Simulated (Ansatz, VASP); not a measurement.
## One calculation of SrAlZnC6N6, two programs

```
CELL_PARAMETERS angstrom
0.00000 5.38315 5.38315
5.38315 0.00000 5.38315
5.38315 5.38315 0.00000
ATOMIC_POSITIONS crystal
Sr 0.75000 0.75000 0.75000
Al 0.00000 0.00000 0.00000
Zn 0.50000 0.50000 0.50000
C 0.80673 0.19327 0.19327
C 0.19327 0.19327 0.80673
C 0.80673 0.19327 0.80673
C 0.19327 0.80673 0.80673
C 0.80673 0.80673 0.19327
C 0.19327 0.80673 0.19327
N 0.69820 0.30180 0.30180
N 0.30180 0.30180 0.69820
N 0.69820 0.30180 0.69820
N 0.30180 0.69820 0.69820
N 0.69820 0.69820 0.30180
N 0.30180 0.69820 0.30180
```

Alike in both runs: functional PBE; k mesh 4 × 4 × 4; occupations gaussian, width 0.1 eV; no spin polarisation.

Ansatz relaxed the structure, and its values are those at the end. VASP's run is a single point on that final structure, the one shown.

|  | VASP | Ansatz |
| --- | --- | --- |
| version | VASP 6.6.1 | Ansatz 0.2.0 |
| potentials or method | VASP PAW PBE potentials, release 64 (Sr_sv, Al, Zn, C, N), cutoff 520 eV | scalar-relativistic, plane waves, PAW |
| valence electrons in the cell | 79 | 79 |

```tsv
	VASP	Ansatz	Ansatz less VASP
gap on the k mesh at the Fermi level (eV)	none	none	-
pressure (GPa)	0.6	0.2	-0.42
rms of the force components (eV/Å)	0.195	0.012	-0.1836
```

A gap of «none» marks a metal or a gap that the smearing closes. One of these differences is far larger than is usual between the two programs; its cause wasn't traced. The functional is the same, so the differences come from potentials, cutoffs and numerics.

Noted on VASP's run: the standard files for N, O and F lose accuracy on very short bonds.
